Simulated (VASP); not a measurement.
# W (Fd-3m) in VASP: single point with PBE

Aim: the single point of W with PBE.

Program: VASP 6.6.1. These are calculated values, not measurements. Logs are shortened: lines on timing, memory, paths and dates and some standing lists are left out, and cuts for length are marked.

### Step 1. The cell of the first run

Symmetry: Fd-3m, No. 227, cubic system. The conventional cell has a = 5.707 Å, b = 5.707 Å, c = 5.707 Å, α = 90.00°, β = 90.00°, γ = 90.00°. Within 3.3 Å of W (site symmetry -43m) lie 4 W at 2.47 Å.

This isn't the form of W at room conditions, which is bcc.

### Step 2. Single point, PBE

INCAR

```
PREC = Accurate ; ENCUT = 520
EDIFF = 1E-6 ; ISMEAR = -1
SIGMA = 0.08 ; LREAL = F
LASPH = T ; NELM = 80
ALGO = Normal ; ISIF = 2
LWAVE = F ; LCHARG = F
GGA = PE ; NBANDS = 21
```

KPOINTS

```
regular mesh
0
Gamma
  12 12 12
```

POSCAR

```
W
1.0
    0.0000000000      2.8537160902      2.8537160902
    2.8537160902      0.0000000000      2.8537160902
    2.8537160902      2.8537160902      0.0000000000
W
2
Direct
   -0.1250000000     -0.1250000000     -0.1250000000
    0.1250000000      0.1250000000      0.1250000000
```

Potentials or basis: VASP PAW PBE potentials, release 64 (W_sv).

The run is started by

```
cat potpaw_PBE.64/W_sv/POTCAR > POTCAR
mpirun -np 1 vasp_std > vasp.out
```

OUTCAR:

```text
PREC = Accurate
   ENCUT = 520
   EDIFF = 1E-6
   ISMEAR = -1
   LREAL = F
   LASPH = T
   NELM = 80
   ISIF = 2
   GGA = PE

 ion  position               nearest neighbor table
   1  0.875  0.875  0.875-   2 2.47   2 2.47   2 2.47   2 2.47
   2  0.125  0.125  0.125-   1 2.47   1 2.47   1 2.47   1 2.47

  LATTYP: Found a face centered cubic cell.
 ALAT       =     5.7074321804

  Lattice vectors:

 A1 = (   0.0000000000,   2.8537160902,   2.8537160902)
 A2 = (   2.8537160902,   0.0000000000,   2.8537160902)
 A3 = (   2.8537160902,   2.8537160902,   0.0000000000)

Analysis of symmetry for initial positions (statically):
=====================================================================
 Subroutine PRICEL returns:
 Original cell was already a primitive cell.

 Routine SETGRP: Setting up the symmetry group for a
 face centered cubic supercell.

 Subroutine GETGRP returns: Found 48 space group operations
 (whereof 12 operations were pure point group operations)
 out of a pool of 48 trial point group operations.

The static configuration has the point symmetry D_3d.
 The point group associated with its full space group is O_h .

Analysis of symmetry for dynamics (positions and initial velocities):
=====================================================================
 Subroutine PRICEL returns:
 Original cell was already a primitive cell.

 Routine SETGRP: Setting up the symmetry group for a
 face centered cubic supercell.

 Subroutine GETGRP returns: Found 48 space group operations
 (whereof 12 operations were pure point group operations)
 out of a pool of 48 trial point group operations.

The dynamic configuration has the point symmetry D_3d.
 The point group associated with its full space group is O_h .

 Subroutine INISYM returns: Found 48 space group operations
 (whereof 12 operations are pure point group operations),
 and found     1 'primitive' translations

----------------------------------------------------------------------------------------

                                     Primitive cell

  volume of cell :      46.4796

  direct lattice vectors                    reciprocal lattice vectors
     0.000000000  2.853716090  2.853716090    -0.175210142  0.175210142  0.175210142
     2.853716090  0.000000000  2.853716090     0.175210142 -0.175210142  0.175210142
     2.853716090  2.853716090  0.000000000     0.175210142  0.175210142 -0.175210142

  length of vectors
     4.035763998  4.035763998  4.035763998     0.303472867  0.303472867  0.303472867

  position of ions in fractional coordinates (direct lattice)
     0.875000000  0.875000000  0.875000000
     0.125000000  0.125000000  0.125000000

  ion indices of the primitive-cell ions
   primitive index   ion index
                 1           1
                 2           2

----------------------------------------------------------------------------------------

 KPOINTS: regular mesh

Automatic generation of k-mesh.
 Grid dimensions read from file:
 generate k-points for:   12   12   12

 Generating k-lattice:

  Cartesian coordinates                     Fractional coordinates (reciprocal lattice)
    -0.014600845  0.014600845  0.014600845     0.083333333  0.000000000  0.000000000
     0.014600845 -0.014600845  0.014600845     0.000000000  0.083333333  0.000000000
     0.014600845  0.014600845 -0.014600845     0.000000000  0.000000000  0.083333333

  Length of vectors
     0.025289406  0.025289406  0.025289406

  Shift w.r.t. Gamma in fractional coordinates (k-lattice)
     0.000000000  0.000000000  0.000000000

 Subroutine IBZKPT returns following result:
 ===========================================

 Found     72 irreducible k-points:

 Following reciprocal coordinates:
            Coordinates               Weight
  0.000000  0.000000  0.000000      1.000000
  0.083333  0.000000  0.000000      8.000000
  0.166667  0.000000  0.000000      8.000000
  0.250000  0.000000  0.000000      8.000000
  0.333333  0.000000  0.000000      8.000000
  0.416667  0.000000  0.000000      8.000000
[... 16 lines left out ...]
  0.500000  0.166667  0.000000     24.000000
 -0.416667  0.166667  0.000000     24.000000
 [... further k-points ...]
   k-points           NKPTS =     72   k-points in BZ     NKDIM =     72   number of bands    NBANDS=     21
   number of dos      NEDOS =    301   number of ions     NIONS =      2
   total plane-waves  NPLWV =  27000
   dimension x,y,z NGX =    30 NGY =   30 NGZ =   30
   dimension x,y,z NGXF=    60 NGYF=   60 NGZF=   60
   ions per type =               2
   NGX,Y,Z   is equivalent  to a cutoff of  12.36, 12.36, 12.36 a.u.
   NGXF,Y,Z  is equivalent  to a cutoff of  24.72, 24.72, 24.72 a.u.
 SYSTEM =  unknown system
   PREC   = accura    normal or accurate (medium, high low for compatibility)
   ISTART =      0    job   : 0-new  1-cont  2-samecut
   ICHARG =      2    charge: 1-file 2-atom 10-const
   ISPIN  =      1    spin polarized calculation?
   LNONCOLLINEAR =      F non collinear calculations
   LSORBIT =      F    spin-orbit coupling
   LASPH  =      T    aspherical Exc in radial PAW
   ENCUT  =  520.0 eV  38.22 Ry    6.18 a.u.   7.50  7.50  7.50*2*pi/ulx,y,z
   NELM   =     80;   NELMIN=  2; NELMDL= -5     # of ELM steps
   EDIFF  = 0.1E-05   stopping-criterion for ELM
   LREAL  =      F    real-space projection
   EDIFFG = 0.1E-04   stopping-criterion for IOM
   NSW    =      0    number of steps for IOM
   IBRION =     -1    ionic relax: 0-MD 1-quasi-New 2-CG
   NFREE  =      0    steps in history (QN), initial steepest desc. (CG)
   ISIF   =      2    stress and relaxation
   ISYM   =      2    0-nonsym 1-usesym 2-fastsym
   POTIM  = 0.5000    time-step for ionic-motion
   TEBEG  =    0.0;   TEEND  =   0.0 temperature during run
   PSTRESS=    0.0 pullay stress
   NELECT =      28.0000    total number of electrons
   NUPDOWN=      -1.0000    fix difference up-down
   EMIN   =  10.00;   EMAX   =-10.00  energy-range for DOS
   EFERMI =   0.00;   METHOD = LEGACY
   ISMEAR =    -1;   SIGMA  =   0.08  broadening in eV -4-tet -1-fermi 0-gaus
   EFERMI_NEDOS =   21; number of points for ismear=-14 and -15
   IALGO  =     38    algorithm
   IMIX   =      4    mixing-type and parameters
     AMIX     =   0.40;   BMIX     =  1.00
     AMIX_MAG =   1.60;   BMIX_MAG =  1.00
  volume/ion in A,a.u.               =      23.24       156.83
  Fermi-wavevector in a.u.,A,eV,Ry     =   1.382632  2.612796 26.009883  1.911672
  Thomas-Fermi vector in A             =   2.507306
   LORBIT       =      0    0 simple, 1 ext, 2 COOP (PROOUT), +10 PAW based schemes
   GGA     = PE    functional components
   LHFCALC =     F    Hartree Fock is set to
   AEXX    =    0.0000 exact exchange contribution
   IVDW    =     0    specifies the selected vdW correction
   LEPSILON=     F    determine dielectric tensor
   LRPA    =     F    only Hartree local field effects (RPA)
 non-spin polarized calculation
  energy-cutoff  :      520.00
  volume of cell :       46.48
 maximum number of plane-waves:      1283
   NGX = 15   NGY = 15   NGZ = 15

 number of electron      28.0000000 magnetization

 Free energy of the ion-electron system (eV)
  ---------------------------------------------------
  ext. energy  EPLUGINS =         0.00000000
  ---------------------------------------------------
  free energy    TOTEN  =       -20.53546993 eV

  energy without entropy =      -20.48075916  energy(sigma->0) =      -20.50811454

 E-fermi :   5.8581     XC(G=0): -11.0898

 val. band max:        5.8564211428   @ k =  -0.2500   0.5000   0.2500
 cond. band min:       5.8926385692   @ k =   0.5000   0.4167   0.0833
 fundamental gap:      0.0362174264
 Fermi energy:         5.8580807324

 k-point     1 :       0.0000    0.0000    0.0000
  band No.  band energies     occupation
      1     -67.2665      2.00000
      2     -66.8658      2.00000
      3     -31.9334      2.00000
      4     -31.9334      2.00000
      5     -31.9334      2.00000
      6     -30.8562      2.00000
[... 13 lines left out ...]
     20      16.7540      0.00000
     21      17.1321      0.00000

 k-point     2 :       0.0833    0.0000    0.0000
  band No.  band energies     occupation
      1     -67.2616      2.00000
      2     -66.8711      2.00000
      3     -31.9423      2.00000
      4     -31.9423      2.00000
      5     -31.9324      2.00000
      6     -30.8580      2.00000
[... 13 lines left out ...]
     20      16.4523      0.00000
     21      17.3599      0.00000

 k-point     3 :       0.1667    0.0000    0.0000
  band No.  band energies     occupation
      1     -67.2471      2.00000
      2     -66.8860      2.00000
      3     -31.9659      2.00000
      4     -31.9659      2.00000
      5     -31.9296      2.00000
      6     -30.8627      2.00000
[... 13 lines left out ...]
     20      16.0906      0.00000
     21      16.7712      0.00000

 k-point     4 :       0.2500    0.0000    0.0000
  band No.  band energies     occupation
      1     -67.2252      2.00000
      2     -66.9085      2.00000
      3     -31.9964      2.00000
      4     -31.9964      2.00000
      5     -31.9264      2.00000
      6     -30.8684      2.00000
[... 13 lines left out ...]
     20      14.6969      0.00000
     21      15.9127      0.00000

 k-point     5 :       0.3333    0.0000    0.0000
  band No.  band energies     occupation
      1     -67.1997      2.00000
      2     -66.9347      2.00000
      3     -32.0254      2.00000
      4     -32.0254      2.00000
      5     -31.9238      2.00000
      6     -30.8733      2.00000
[... 13 lines left out ...]
     20      12.7897      0.00000
     21      15.8486      0.00000

 k-point     6 :       0.4167    0.0000    0.0000
  band No.  band energies     occupation
      1     -67.1772      2.00000
      2     -66.9577      2.00000
      3     -32.0457      2.00000
      4     -32.0457      2.00000
      5     -31.9223      2.00000
      6     -30.8764      2.00000
[... 13 lines left out ...]
     20      11.3852      0.00000
     21      15.8470      0.00000

 k-point     7 :       0.5000    0.0000    0.0000
  band No.  band energies     occupation
      1     -67.1677      2.00000
      2     -66.9674      2.00000
      3     -32.0529      2.00000
      4     -32.0529      2.00000
      5     -31.9219      2.00000
      6     -30.8774      2.00000
[... 13 lines left out ...]
     20      10.8415      0.00000
     21      15.8533      0.00000
[... 291 lines left out ...]
      1     -67.2231      2.00000
      2     -66.9107      2.00000
      3     -32.0357      2.00000
      4     -32.0339      2.00000
      5     -31.8321      2.00000
      6     -30.9680      2.00000
[... 13 lines left out ...]
     20      15.7293      0.00000
     21      15.8631      0.00000

 k-point    21 :       0.3333    0.1667    0.0000
  band No.  band energies     occupation
      1     -67.1997      2.00000
      2     -66.9348      2.00000
      3     -32.0729      2.00000
      4     -32.0619      2.00000
      5     -31.8036      2.00000
      6     -30.9974      2.00000
[... 13 lines left out ...]
     20      13.8320      0.00000
     21      15.7303      0.00000

 k-point    22 :       0.4167    0.1667    0.0000
  band No.  band energies     occupation
      1     -67.1741      2.00000
      2     -66.9608      2.00000
      3     -32.1086      2.00000
      4     -32.0803      2.00000
      5     -31.7809      2.00000
      6     -31.0196      2.00000
[... 13 lines left out ...]
     20      12.1992      0.00000
     21      15.2741      0.00000

 k-point    23 :       0.5000    0.1667    0.0000
  band No.  band energies     occupation
      1     -67.1544      2.00000
      2     -66.9809      2.00000
      3     -32.1346      2.00000
      4     -32.0851      2.00000
      5     -31.7696      2.00000
      6     -31.0297      2.00000
[... 13 lines left out ...]
     20      11.1667      0.00000
     21      14.8071      0.00000

 k-point    24 :      -0.4167    0.1667    0.0000
  band No.  band energies     occupation
      1     -67.1515      2.00000
      2     -66.9838      2.00000
      3     -32.1444      2.00000
      4     -32.0753      2.00000
      5     -31.7748      2.00000
      6     -31.0232      2.00000
[... 13 lines left out ...]
     20      11.0365      0.00000
     21      14.5773      0.00000

 [... further k-points ...]

------------------------ aborting loop because EDIFF is reached ----------------------------------------

  FORCE on cell =-STRESS in cart. coord.  units (eV):
  Direction    XX          YY          ZZ          XY          YZ          ZX
  --------------------------------------------------------------------------------------
  -------------------------------------------------------------------------------------
  Total        2.7449161      2.7449161      2.7449161      0.0000000      0.0000000     -0.0000000
  in kB       94.6187872     94.6187872     94.6187872      0.0000000      0.0000000     -0.0000000
  external PRESSURE =      94.6187872 kB  Pullay stress =       0.0000000 kB

 VOLUME and BASIS-vectors are now :
 -----------------------------------------------------------------------------
  energy-cutoff  :      520.00
  volume of cell :       46.48
      direct lattice vectors                 reciprocal lattice vectors
     0.000000000  2.853716090  2.853716090    -0.175210142  0.175210142  0.175210142
     2.853716090  0.000000000  2.853716090     0.175210142 -0.175210142  0.175210142
     2.853716090  2.853716090  0.000000000     0.175210142  0.175210142 -0.175210142

 POSITION                                       TOTAL-FORCE (eV/Angst)
 -----------------------------------------------------------------------------------
      4.99400      4.99400      4.99400         0.000000      0.000000      0.000000
      0.71343      0.71343      0.71343        -0.000000     -0.000000     -0.000000
 -----------------------------------------------------------------------------------
    total drift:                               -0.000000      0.000000      0.000000

  FREE ENERGIE OF THE ION-ELECTRON SYSTEM (eV)
  ---------------------------------------------------
  free  energy   TOTEN  =       -20.5354699302 eV

  energy  without entropy=      -20.4807591551  energy(sigma->0) =      -20.50811454
```

It took 84 s on 1 thread of Intel Xeon 8259CL, shared host; peak memory 0.2 GiB.

What came out:

```
Free energy            : -20.5355 eV
Pressure               : 9.5 GPa
Band gap on the k mesh : zero (bands 14 and 15 overlap by 0.91 eV)
```

Levels at points of the mesh, in eV from the Fermi level:
```csv
k point,band 11,band 12,band 13,band 14,band 15,band 16,band 17,band 18
"(0.00, 0.00, 0.00)",-2.09,-1.16,-1.16,-1.16,1.61,1.61,1.61,5.66
"(0.50, 0.00, 0.00)",-1.86,-1.86,-1.37,-1.37,-0.35,2.86,2.86,4.56
"(0.50, 0.50, 0.00)",-1.29,-1.29,-1.23,-1.23,1.06,1.06,4.85,4.85
```

Caveat: the cell stands under pressure; spin-orbit coupling is left out, which moves the levels of the heavy elements.

The gap in the log of VASP goes by the Fermi energy; the results here count the filled bands.